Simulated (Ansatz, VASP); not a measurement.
# Au: VASP beside Ansatz

```
CELL_PARAMETERS angstrom
0.00000 2.04550 2.07618
2.04550 0.00000 2.07618
2.04550 2.04550 0.00000
ATOMIC_POSITIONS crystal
Au 0.00000 0.00000 0.00000
```

Change from the starting cell: strain +0.000 along x and y, +0.015 along z, atoms carried along.

Alike in both runs: task single point; functional PBEsol; k mesh 20 × 20 × 20; occupations gaussian, width 0.15 eV; no spin polarisation.

```csv
,VASP,Ansatz
version,VASP 6.6.1,Ansatz 0.2.0
potentials or method,"VASP PAW PBE potentials, release 64 (Au), cutoff 520 eV","scalar-relativistic, plane waves, PAW"
valence electrons in the cell,11,19
```

|  | VASP | Ansatz | Ansatz less VASP |
| --- | --- | --- | --- |
| gap on the k mesh at the Fermi level (eV) | none | none | - |
| pressure (GPa) | -3.6 | -3.4 | +0.21 |
| traceless stress, the component that is largest in VASP (GPa) | -0.31 | -0.31 | +0.002 |

VASP's potentials were made for PBE, not for PBEsol. A gap of «none» marks a metal or a gap that the smearing closes. The functional is the same, so the differences come from potentials, cutoffs and numerics. VASP's potentials hold 11 valence electrons a cell and Ansatz's 19, so a difference there can come from the potentials and not from the codes.

Spin-orbit coupling is off throughout.
